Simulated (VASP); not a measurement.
# Sc (Fm-3m) in VASP: notebook

The runs below take Sc through single point, with PBEsol, BLYP, LDA.

Program: VASP 6.6.1. These are calculated values, not measurements. Logs are shortened: lines on timing, memory, paths and dates and some standing lists are left out, and cuts for length are marked.

## Step 1: The cell of the first run

Symmetry: Fm-3m, No. 225, cubic system. Conventional cell: a = 4.520 Å, b = 4.520 Å, c = 4.520 Å, α = 90.00°, β = 90.00°, γ = 90.00°. Within 4.2 Å of Sc (site symmetry m-3m) lie 12 Sc at 3.20 Å.

## Step 2: Single point, PBEsol

File INCAR:

```
SYSTEM = Sc
PREC = Accurate
ENCUT = 520
EDIFF = 1E-6
ISMEAR = 0
SIGMA = 0.1
LREAL = .False.
LASPH = .True.
NELM = 100
ALGO = Normal
ISIF = 2
LWAVE = .False.
LCHARG = .False.
GGA = PS
NBANDS = 12
```

File KPOINTS:

```
regular mesh
0
Gamma
  13 13 13
  0 0 0
```

File POSCAR:

```
Sc
1.0
    0.0000000000      2.2600000000      2.2600000000
    2.2600000000      0.0000000000      2.2600000000
    2.2600000000      2.2600000000      0.0000000000
Sc
1
Direct
    0.0000000000      0.0000000000      0.0000000000
```

Potentials or basis: VASP PAW PBE potentials, release 64 (Sc_sv).

Run with:

```bash
$ cat potpaw_PBE.64/Sc_sv/POTCAR > POTCAR
$ mpirun -np 1 vasp_std > vasp.out
```

OUTCAR:

```text
SYSTEM = Sc
   PREC = Accurate
   ENCUT = 520
   EDIFF = 1E-6
   ISMEAR = 0
   LREAL = .False.
   LASPH = .True.
   NELM = 100
   ISIF = 2
   GGA = PS

 ion  position               nearest neighbor table
   1  0.000  0.000  0.000-

  LATTYP: Found a face centered cubic cell.
 ALAT       =     4.5200000000

  Lattice vectors:

 A1 = (   0.0000000000,   2.2600000000,   2.2600000000)
 A2 = (   2.2600000000,   0.0000000000,   2.2600000000)
 A3 = (   2.2600000000,   2.2600000000,   0.0000000000)

Analysis of symmetry for initial positions (statically):
=====================================================================
 Subroutine PRICEL returns:
 Original cell was already a primitive cell.

 Routine SETGRP: Setting up the symmetry group for a
 face centered cubic supercell.

 Subroutine GETGRP returns: Found 48 space group operations
 (whereof 48 operations were pure point group operations)
 out of a pool of 48 trial point group operations.

The static configuration has the point symmetry O_h .

Analysis of symmetry for dynamics (positions and initial velocities):
=====================================================================
 Subroutine PRICEL returns:
 Original cell was already a primitive cell.

 Routine SETGRP: Setting up the symmetry group for a
 face centered cubic supercell.

 Subroutine GETGRP returns: Found 48 space group operations
 (whereof 48 operations were pure point group operations)
 out of a pool of 48 trial point group operations.

The dynamic configuration has the point symmetry O_h .

 Subroutine INISYM returns: Found 48 space group operations
 (whereof 48 operations are pure point group operations),
 and found     1 'primitive' translations

----------------------------------------------------------------------------------------

                                     Primitive cell

  volume of cell :      23.0864

  direct lattice vectors                    reciprocal lattice vectors
     0.000000000  2.260000000  2.260000000    -0.221238938  0.221238938  0.221238938
     2.260000000  0.000000000  2.260000000     0.221238938 -0.221238938  0.221238938
     2.260000000  2.260000000  0.000000000     0.221238938  0.221238938 -0.221238938

  length of vectors
     3.196122651  3.196122651  3.196122651     0.383197081  0.383197081  0.383197081

  position of ions in fractional coordinates (direct lattice)
     0.000000000  0.000000000  0.000000000

  ion indices of the primitive-cell ions
   primitive index   ion index
                 1           1

----------------------------------------------------------------------------------------

 KPOINTS: regular mesh

Automatic generation of k-mesh.
 Grid dimensions read from file:
 generate k-points for:   13   13   13

 Generating k-lattice:

  Cartesian coordinates                     Fractional coordinates (reciprocal lattice)
    -0.017018380  0.017018380  0.017018380     0.076923077  0.000000000  0.000000000
     0.017018380 -0.017018380  0.017018380     0.000000000  0.076923077  0.000000000
     0.017018380  0.017018380 -0.017018380     0.000000000  0.000000000  0.076923077

  Length of vectors
     0.029476699  0.029476699  0.029476699

  Shift w.r.t. Gamma in fractional coordinates (k-lattice)
     0.000000000  0.000000000  0.000000000

 Subroutine IBZKPT returns following result:
 ===========================================

 Found     84 irreducible k-points:

 Following reciprocal coordinates:
            Coordinates               Weight
  0.000000  0.000000  0.000000      1.000000
  0.076923  0.000000  0.000000      8.000000
  0.153846  0.000000  0.000000      8.000000
  0.230769  0.000000  0.000000      8.000000
  0.307692  0.000000  0.000000      8.000000
  0.384615  0.000000  0.000000      8.000000
[... 16 lines left out ...]
  0.384615  0.153846  0.000000     24.000000
  0.461538  0.153846  0.000000     24.000000
 [... further k-points ...]
   k-points           NKPTS =     84   k-points in BZ     NKDIM =     84   number of bands    NBANDS=     12
   number of dos      NEDOS =    301   number of ions     NIONS =      1
   total plane-waves  NPLWV =  13824
   dimension x,y,z NGX =    24 NGY =   24 NGZ =   24
   dimension x,y,z NGXF=    48 NGYF=   48 NGZF=   48
   ions per type =               1
   NGX,Y,Z   is equivalent  to a cutoff of  12.48, 12.48, 12.48 a.u.
   NGXF,Y,Z  is equivalent  to a cutoff of  24.97, 24.97, 24.97 a.u.
 SYSTEM =  Sc
   PREC   = accura    normal or accurate (medium, high low for compatibility)
   ISTART =      0    job   : 0-new  1-cont  2-samecut
   ICHARG =      2    charge: 1-file 2-atom 10-const
   ISPIN  =      1    spin polarized calculation?
   LNONCOLLINEAR =      F non collinear calculations
   LSORBIT =      F    spin-orbit coupling
   LASPH  =      T    aspherical Exc in radial PAW
   ENCUT  =  520.0 eV  38.22 Ry    6.18 a.u.   5.94  5.94  5.94*2*pi/ulx,y,z
   NELM   =    100;   NELMIN=  2; NELMDL= -5     # of ELM steps
   EDIFF  = 0.1E-05   stopping-criterion for ELM
   LREAL  =      F    real-space projection
   EDIFFG = 0.1E-04   stopping-criterion for IOM
   NSW    =      0    number of steps for IOM
   IBRION =     -1    ionic relax: 0-MD 1-quasi-New 2-CG
   NFREE  =      0    steps in history (QN), initial steepest desc. (CG)
   ISIF   =      2    stress and relaxation
   ISYM   =      2    0-nonsym 1-usesym 2-fastsym
   POTIM  = 0.5000    time-step for ionic-motion
   TEBEG  =    0.0;   TEEND  =   0.0 temperature during run
   PSTRESS=    0.0 pullay stress
   NELECT =      11.0000    total number of electrons
   NUPDOWN=      -1.0000    fix difference up-down
   EMIN   =  10.00;   EMAX   =-10.00  energy-range for DOS
   EFERMI =   0.00;   METHOD = LEGACY
   ISMEAR =     0;   SIGMA  =   0.10  broadening in eV -4-tet -1-fermi 0-gaus
   EFERMI_NEDOS =   21; number of points for ismear=-14 and -15
   IALGO  =     38    algorithm
   IMIX   =      4    mixing-type and parameters
     AMIX     =   0.40;   BMIX     =  1.00
     AMIX_MAG =   1.60;   BMIX_MAG =  1.00
  volume/ion in A,a.u.               =      23.09       155.79
  Fermi-wavevector in a.u.,A,eV,Ry     =   1.278657  2.416311 22.245021  1.634963
  Thomas-Fermi vector in A             =   2.411187
   LORBIT       =      0    0 simple, 1 ext, 2 COOP (PROOUT), +10 PAW based schemes
   GGA     = PS    functional components
   LHFCALC =     F    Hartree Fock is set to
   AEXX    =    0.0000 exact exchange contribution
   IVDW    =     0    specifies the selected vdW correction
   LEPSILON=     F    determine dielectric tensor
   LRPA    =     F    only Hartree local field effects (RPA)
 non-spin polarized calculation
 Gauss-broadening in eV      SIGMA  =   0.10
  energy-cutoff  :      520.00
  volume of cell :       23.09
 maximum number of plane-waves:       632
   NGX = 11   NGY = 11   NGZ = 11

 number of electron      11.0000000 magnetization

 Free energy of the ion-electron system (eV)
  ---------------------------------------------------
  ext. energy  EPLUGINS =         0.00000000
  ---------------------------------------------------
  free energy    TOTEN  =        -6.56210516 eV

  energy without entropy =       -6.55349402  energy(sigma->0) =       -6.55779959

 E-fermi :   4.0285     XC(G=0): -10.2572

 val. band max:        4.0194410391   @ k =  -0.4615   0.3077   0.1538
 cond. band min:       4.0369261061   @ k =   0.4615   0.1538   0.0000
 fundamental gap:      0.0174850670
 Fermi energy:         4.0285455338

 k-point     1 :       0.0000    0.0000    0.0000
  band No.  band energies     occupation
      1     -45.0187      2.00000
      2     -23.4797      2.00000
      3     -23.4797      2.00000
      4     -23.4797      2.00000
      5      -1.2934      2.00000
      6       5.6938      0.00000
      7       5.6938      0.00000
      8       5.6938      0.00000
      9       7.2033      0.00000
     10       7.2033      0.00000
     11      16.9102      0.00000
     12      20.5399      0.00000

 k-point     2 :       0.0769    0.0000    0.0000
  band No.  band energies     occupation
      1     -45.0142      2.00000
      2     -23.5095      2.00000
      3     -23.4834      2.00000
      4     -23.4834      2.00000
      5      -1.1338      2.00000
      6       5.5724      0.00000
      7       5.7540      0.00000
      8       5.7540      0.00000
      9       7.1602      0.00000
     10       7.1602      0.00000
     11      17.0713      0.00000
     12      19.3648      0.00000

 k-point     3 :       0.1538    0.0000    0.0000
  band No.  band energies     occupation
      1     -45.0015      2.00000
      2     -23.5912      2.00000
      3     -23.4938      2.00000
      4     -23.4938      2.00000
      5      -0.6730      2.00000
      6       5.2618      0.00000
      7       5.8839      0.00000
      8       5.8839      0.00000
      9       7.0959      0.00000
     10       7.0959      0.00000
     11      17.0345      0.00000
     12      17.8899      0.00000
[... 286 lines left out ...]
 k-point    23 :       0.3846    0.1538    0.0000
  band No.  band energies     occupation
      1     -44.9488      2.00000
      2     -23.8502      2.00000
      3     -23.5752      2.00000
      4     -23.5659      2.00000
      5       1.5821      2.00000
      6       4.2121      0.00942
      7       5.3520      0.00000
      8       6.1845      0.00000
      9       7.6401      0.00000
     10       8.0440      0.00000
     11      13.3999      0.00000
     12      17.0589      0.00000

 k-point    24 :       0.4615    0.1538    0.0000
  band No.  band energies     occupation
      1     -44.9364      2.00000
      2     -23.9166      2.00000
      3     -23.5992      2.00000
      4     -23.5701      2.00000
      5       2.2956      2.00000
      6       4.0369      0.90566
      7       5.2203      0.00000
      8       6.0497      0.00000
      9       8.2259      0.00000
     10       8.3059      0.00000
     11      11.9408      0.00000
     12      16.5193      0.00000

 [... further k-points ...]

------------------------ aborting loop because EDIFF is reached ----------------------------------------

  FORCE on cell =-STRESS in cart. coord.  units (eV):
  Direction    XX          YY          ZZ          XY          YZ          ZX
  --------------------------------------------------------------------------------------
  -------------------------------------------------------------------------------------
  Total        0.1650183      0.1650183      0.1650183     -0.0000000     -0.0000000      0.0000000
  in kB       11.4521586     11.4521586     11.4521586     -0.0000000     -0.0000000      0.0000000
  external PRESSURE =      11.4521586 kB  Pullay stress =       0.0000000 kB

 VOLUME and BASIS-vectors are now :
 -----------------------------------------------------------------------------
  energy-cutoff  :      520.00
  volume of cell :       23.09
      direct lattice vectors                 reciprocal lattice vectors
     0.000000000  2.260000000  2.260000000    -0.221238938  0.221238938  0.221238938
     2.260000000  0.000000000  2.260000000     0.221238938 -0.221238938  0.221238938
     2.260000000  2.260000000  0.000000000     0.221238938  0.221238938 -0.221238938

 POSITION                                       TOTAL-FORCE (eV/Angst)
 -----------------------------------------------------------------------------------
      0.00000      0.00000      0.00000         0.000000     -0.000000      0.000000
 -----------------------------------------------------------------------------------
    total drift:                               -0.000000      0.000000      0.000000

  FREE ENERGIE OF THE ION-ELECTRON SYSTEM (eV)
  ---------------------------------------------------
  free  energy   TOTEN  =        -6.5621051594 eV

  energy  without entropy=       -6.5534940239  energy(sigma->0) =       -6.55779959
```

Wall time 7.4 s (1 thread of Intel Xeon 6975P-C, shared host); peak memory 0.15 GiB.

Results:

| Quantity | Value |
| --- | --- |
| Free energy | -6.5621 eV |
| Pressure | 1.1 GPa |

Caveat: the PAW data sets were made with another functional, which shifts forces and pressure a little.

## Step 3: Single point, BLYP

File INCAR:

```
SYSTEM = Sc
PREC = Accurate
ENCUT = 520
EDIFF = 1E-6
ISMEAR = 0
SIGMA = 0.1
LREAL = .FALSE.
LASPH = .TRUE.
NELM = 80
ALGO = Normal
ISIF = 2
LWAVE = .FALSE.
LCHARG = .FALSE.
GGA = B5
ALDAX = 1.0
AGGAX = 1.0
AGGAC = 1.0
ALDAC = 0.0
NBANDS = 12
```

File KPOINTS:

```
regular mesh
0
G
  13 13 13
  0 0 0
```

POSCAR is that of step 2.

Potentials or basis: VASP PAW PBE potentials, release 64 (Sc_sv).

Run with:

```bash
$ cat potpaw_PBE.64/Sc_sv/POTCAR > POTCAR
$ mpirun -np 1 vasp_std > vasp.out
```

Wall time 13 s (1 thread of Intel Xeon 6975P-C, shared host); peak memory 0.15 GiB.

It converged, with:

```
Free energy : -5.2696 eV
Pressure    : 4.3 GPa
```

Levels at points of the mesh, in eV from the Fermi level:
```
           k point  band 1  band 2  band 3  band 4  band 5  band 6  band 7  band 8  band 9  band 10
(0.00, 0.00, 0.00)  -49.13  -27.65  -27.65  -27.65   -5.19    1.56    1.56    1.56    3.03     3.03
```

Caveat: the PAW data sets were made with another functional, which shifts forces and pressure a little.

## Step 4: Single point, LDA

File INCAR:

```
PREC = Accurate ; ENCUT = 520
EDIFF = 1E-7 ; ISMEAR = 0
SIGMA = 0.1 ; LREAL = False
LASPH = True ; NELM = 60
ALGO = Normal ; ISIF = 2
LWAVE = False ; LCHARG = True
GGA = CA ; LELF = True
LVHAR = True ; NBANDS = 12
```

File KPOINTS:

```
regular mesh
0
Gamma
  13 13 13
```

POSCAR is that of step 3.

Potentials or basis: VASP PAW LDA potentials, release 64 (Sc_sv).

Run with:

```bash
$ cat potpaw_LDA.64/Sc_sv/POTCAR > POTCAR
$ mpirun -np 1 vasp_std > vasp.out
```

Run time: 9.1 s. Hardware: 1 thread of Intel Xeon 6975P-C, shared host; peak memory 0.14 GiB.

Results (log left out):

| Property | Result |
| --- | --- |
| Free energy | -6.6859 eV |
| Pressure | -1.8 GPa |

Levels at points of the mesh, in eV from the Fermi level:
| k point | band 2 | band 3 | band 4 | band 5 | band 6 | band 7 | band 8 | band 9 |
| --- | --- | --- | --- | --- | --- | --- | --- | --- |
| (0.00, 0.00, 0.00) | -27.37 | -27.37 | -27.37 | -5.26 | 1.61 | 1.61 | 1.61 | 3.11 |

## Step 5: The runs side by side

```csv
level,potentials or basis,gap on the mesh (eV),pressure (GPa)
PBEsol,"VASP PAW PBE potentials, release 64 (Sc_sv)",none,1.1
BLYP,"VASP PAW PBE potentials, release 64 (Sc_sv)",none,4.3
LDA,"VASP PAW LDA potentials, release 64 (Sc_sv)",none,-1.8
```

Alike in all rows: task single point; no spin polarisation; cell as given; k mesh 13 × 13 × 13; cutoff (eV) 520; smearing gaussian 0.1 eV.

Caveats: the PAW data sets were made with another functional, which shifts forces and pressure a little (some runs).

Absolute energies hang on the potentials; compare differences alone.
